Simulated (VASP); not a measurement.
Pt:

```
Pt
1.0
     0.00000    1.97852    1.97852
     1.97852    0.00000    1.97852
     1.97852    1.97852    0.00000
Pt
1
Direct
  0.00000 0.00000 0.00000
```

Base run:

```yaml
Program: VASP 6.6.1
Functional: PBE
Potentials_or_basis: VASP PAW PBE potentials, release 64 (Pt)
Cutoff: 500 eV
k_mesh: 8 × 8 × 8
Occupations: methfessel-paxton, width 0.21 eV
Spin: no spin polarisation
```

Its results: pressure 1.3 GPa.

Q: The run is repeated on the same cell with these changes: spin from no spin polarisation to non-collinear spin, zero start, spin-orbit coupling; further incar settings from ALGO = Normal; EDIFF = 1e-06; NBANDS = 11 to ALGO = Normal; EDIFF = 1e-06; NBANDS = 21. What comes out?

A: Pressure 3.0 GPa; net moment 0.00 μB per cell.
